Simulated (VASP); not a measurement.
Wanted: the native input for a VASP 6.6.1 run.

```
Task                   : single point
Functional             : PBE
Potentials or basis    : VASP PAW PBE potentials, release 64 (Os)
Cutoff                 : 520 eV
k mesh                 : 8 × 8 × 8
Occupations            : gaussian, width 0.1 eV
Spin                   : no spin polarisation
Dipole correction      : no
Further INCAR settings : ALGO = Fast; EDIFF = 1e-07; NBANDS = 10
```

The structure of Os lies in POSCAR:

```
Os
1.0
    2.5565542237      0.0000000000      0.0000000000
    0.0000000000      2.5565542237      0.0000000000
    0.0000000000      0.0000000000      2.5565542237
Os
1
Direct
    0.0000000000      0.0000000000      0.0000000000
```

The input as run:

INCAR

```
SYSTEM = Os
  PREC = Accurate
  ENCUT = 520
  EDIFF = 1E-7
  ISMEAR = 0
  SIGMA = 0.1
  LREAL = .FALSE.
  LASPH = .TRUE.
  NELM = 80
  ALGO = Fast
  ISIF = 2
  LWAVE = .FALSE.
  LCHARG = .FALSE.
  GGA = PE
  NBANDS = 10
```

KPOINTS

```
Automatic mesh
0
G
  8 8 8
  0 0 0
```

Potentials or basis: VASP PAW PBE potentials, release 64 (Os).

The run is started by

```sh
$ cat potpaw_PBE.64/Os/POTCAR > POTCAR
$ mpirun -np 1 vasp_std > vasp.out
```

Results of the run:

- Pressure: -0.3 GPa
- Band gap on the k mesh: zero (band 4 reaches 12.07 eV, above the bottom of band 5 at 6.07 eV)

Caveat: spin-orbit coupling is left out, which moves the levels of the heavy elements.

Wall time 8.5 s on 1 thread of AMD EPYC 7R43 64-Core Processor (Zen 3) (shared host), peak memory 0.09 GiB.
